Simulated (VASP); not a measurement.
A run of VASP 6.6.1:

The input INCAR:

```
SYSTEM = Rh
  PREC = Accurate
  ENCUT = 520
  EDIFF = 1E-7
  ISMEAR = 0
  SIGMA = 0.15
  LREAL = .False.
  LASPH = .True.
  NELM = 80
  ALGO = Fast
  ISIF = 2
  LWAVE = .False.
  LCHARG = .True.
  LELF = .True.
  LVHAR = .True.
  NBANDS = 14
```

Contents of KPOINTS:

```
regular mesh
0
Gamma
  24 24 24
  0 0 0
```

The input POSCAR:

```
Rh
1.0
    0.0000000000      1.7894270607      2.1473124729
    1.7894270607      0.0000000000      2.1473124729
    1.7894270607      1.7894270607      0.0000000000
Rh
1
Direct
    0.0000000000      0.0000000000      0.0000000000
```

Potentials or basis: VASP PAW LDA potentials, release 64 (Rh_pv).

Command:

```bash
$ cat potpaw_LDA.64/Rh_pv/POTCAR > POTCAR
$ mpirun -np 1 vasp_std > vasp.out
```

Hardware: 1 thread of Intel(R) Xeon(R) Platinum 8259CL CPU @ 2.50GHz (Skylake/Cascade Lake), with other jobs on the host.

Task: Estimate the wall time of this run.

Result: It took 2.7 min on 1 thread of Intel(R) Xeon(R) Platinum 8259CL CPU @ 2.50GHz (Skylake/Cascade Lake), on a shared host, peak memory 0.29 GiB. Counts: scf iterations 14, k points 1063.
